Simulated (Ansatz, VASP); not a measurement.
# One calculation of MgO, two programs

Contents of INCAR:

```
ALGO = Normal ; EDIFF = 1E-7
ENCUT = 520 ; GGA = PE
ISIF = 2 ; ISMEAR = 0
LASPH = True ; LCHARG = False
LREAL = False ; LWAVE = False
NBANDS = 16 ; NELM = 100
PREC = Accurate ; SIGMA = 0.05
```

The input KPOINTS:

```
k-points
0
Gamma
  9 9 6
```

Contents of POSCAR:

```
MgO
1.0
    3.5565769741      0.0000000000      0.0000000000
   -1.7782884871      3.0800860100      0.0000000000
    0.0000000000      0.0000000000      4.4215364941
Mg O
2 2
Direct
    0.6666666667      0.3333333333      0.7500000000
    0.3333333333      0.6666666667      0.2500000000
    0.6666666667      0.3333333333      0.2500000000
    0.3333333333      0.6666666667      0.7500000000
```

Input for Ansatz:

```yaml
crystal:
  lattice:
    - [3.5565769741, 0.0, 0.0]
    - [-1.7782884871, 3.08008601, 0.0]
    - [0.0, 0.0, 4.4215364941]
  atoms:
    - { symbol: Mg, position: [0.6666666667, 0.3333333333, 0.75] }
    - { symbol: Mg, position: [0.3333333333, 0.6666666667, 0.25] }
    - { symbol: O, position: [0.6666666667, 0.3333333333, 0.25] }
    - { symbol: O, position: [0.3333333333, 0.6666666667, 0.75] }
basis:
  ecutwfc: 520.0
kpoints:
  mp_grid: { grid: [9, 9, 6] }
hamiltonian:
  xc: pbe
  pseudopotentials: { kind: paw, azcp: { folder: soft_1 } }
scf:
  occupations: { method: gaussian, width: 0.05 }
output:
  forces: true
  stress: true
  eigenvalues: true
```

Alike in both runs: task single point; functional PBE; k mesh 9 × 9 × 6; occupations gaussian, width 0.05 eV; no spin polarisation.

|  | VASP | Ansatz |
| --- | --- | --- |
| version | VASP 6.6.1 | Ansatz 0.2.0 |
| potentials or method | VASP PAW PBE potentials, release 64 (Mg, O), cutoff 520 eV | scalar-relativistic, plane waves, PAW |
| valence electrons in the cell | 16 | 32 |

|  | VASP | Ansatz | Ansatz less VASP |
| --- | --- | --- | --- |
| gap on the k mesh at the Fermi level (eV) | 2.90 | 2.92 | +0.021 |
| least direct gap on the mesh (eV) | 2.90 | 2.92 | +0.021 |
| pressure (GPa) | -7.2 | -6.7 | +0.56 |
| traceless stress, the component that is largest in VASP (GPa) | -2.34 | -2.25 | +0.089 |

VASP's potentials hold 16 valence electrons a cell and Ansatz's 32, so a difference there can come from the potentials and not from the codes.
